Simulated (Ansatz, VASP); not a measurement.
This is a calculation of CoO for VASP 6.6.1.

The input INCAR:

```
ALGO     = Normal         # electronic algorithm
EDIFF    = 1E-6           # SCF threshold, eV
EDIFFG   = -0.01          # ionic threshold
ENCUT    = 600            # plane-wave cutoff, eV
GGA      = RE             # functional
IBRION   = 2              # ionic algorithm
ISIF     = 3              # what is computed and relaxed
ISMEAR   = -1             # smearing method
ISPIN    = 2              # spin polarisation
IVDW     = 13             # dispersion correction
LASPH    = True           # aspherical terms in the spheres
LCHARG   = False          # write CHGCAR
LMAXMIX  = 4              # l up to which the mixer works
LORBIT   = 11             # projections on sites
LREAL    = False          # projectors in reciprocal space
LWAVE    = False          # write WAVECAR
MAGMOM   = 2 0            # initial moments
NELM     = 150            # most SCF steps
NSW      = 80             # ionic steps
PREC     = Accurate       # precision mode
SIGMA    = 0.05           # smearing width, eV
```

The input KPOINTS:

```
k-points
0
Gamma
  11 11 11
```

Contents of POSCAR:

```
CoO
1.0
    0.0000000000      2.1315000000      2.1315000000
    2.1315000000      0.0000000000      2.1315000000
    2.1315000000      2.1315000000      0.0000000000
Co O
1 1
Direct
    0.0000000000      0.0000000000      0.0000000000
    0.5000000000      0.5000000000      0.5000000000
```

Potentials or basis: VASP PAW PBE potentials, release 64 (Co, O).

Command:

```console
$ cat potpaw_PBE.64/Co/POTCAR potpaw_PBE.64/O/POTCAR > POTCAR
$ mpirun -np 1 vasp_std > vasp.out
```

Task: Set up the same calculation for Ansatz 0.2.0. Potentials there: all-electron LAPW, scalar-relativistic.

Result: As run (the cutoff follows the program's own potentials):

Contents of input.yaml:

```yaml
crystal:
  lattice:
    - [0.0, 2.1315, 2.1315]
    - [2.1315, 0.0, 2.1315]
    - [2.1315, 2.1315, 0.0]
  atoms:
    - { symbol: Co, position: [0.0, 0.0, 0.0], spin: 2.0 }
    - { symbol: O, position: [0.5, 0.5, 0.5] }
kpoints:
  mp_grid: { grid: [11, 11, 11] }
scf:
  occupations: { method: fermi_dirac, width: 0.05 }
hamiltonian:
  xc: revpbe
  dispersion: d4
  pseudopotentials: { kind: all_electron, lapw: { basis_error: 0.001 } }
magnetization:
  spin_polarized: true
output:
  forces: true
  stress: true
relax:
  f_tol: 0.01
  max_steps: 60
  cell: {}
```

Potentials or basis: all-electron LAPW, scalar-relativistic.

Run with:

```console
$ ansatz run input.yaml --threads 2 --pin off --max-ram 6144MiB --backend cpu --events-out ev --progress --plain --runs-dir out
```

Both were run:

|  | VASP | Ansatz | Ansatz less VASP |
| --- | --- | --- | --- |
| net moment per atom (μB) | 1.43 | 1.45 | +0.020 |
| size of the moment on the site where the two differ most (μB) | 2.53 | 2.56 | +0.034 |
| relaxed volume (Å³/atom) | 9.41 | 9.45 | +0.041 |
| relaxed cell length with the largest relative difference (Å) | 2.986 | 2.990 | +0.0043 |

VASP's potentials were made for PBE, not for revPBE. Site moments also hang on the region over which each program counts them. Ansatz ran all-electron here, and VASP with PAW potentials.
